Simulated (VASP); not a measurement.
A run of VASP 6.6.1:

INCAR

```
  ALGO = Normal
  EDIFF = 1E-6
  ENCUT = 520
  GGA = PS
  ISIF = 2
  ISMEAR = -1
  ISPIN = 2
  LASPH = True
  LCHARG = True
  LELF = True
  LMAXMIX = 4
  LORBIT = 11
  LREAL = False
  LVHAR = True
  LWAVE = False
  MAGMOM = 2 0
  NBANDS = 18
  NELM = 150
  PREC = Accurate
  SIGMA = 0.05
```

KPOINTS

```
k-points
0
Gamma
  10 10 10
```

The input POSCAR:

```
CoO
1.0
    1.5914663644      0.9188335339      2.5492457344
   -1.5914663644      0.9188335339      2.5492457344
    0.0000000000     -1.8376670678      2.5492457344
Co O
1 1
Direct
    0.9989783200      0.9989783200      0.9989783200
    0.7510210300      0.7510210300      0.7510210300
```

Potentials or basis: VASP PAW PBE potentials, release 64 (Co, O).

Launch:

```console
$ cat potpaw_PBE.64/Co/POTCAR potpaw_PBE.64/O/POTCAR > POTCAR
$ mpirun -np 1 vasp_std > vasp.out
```

Hardware: 1 thread of Intel Xeon 8259CL, with other jobs on the host.

Task: Estimate the wall time of this run.

Result: Run time: 110 s on 1 thread of Intel Xeon 8259CL, on a shared host, peak memory 0.2 GiB. Counts: scf iterations 15, k points 116.
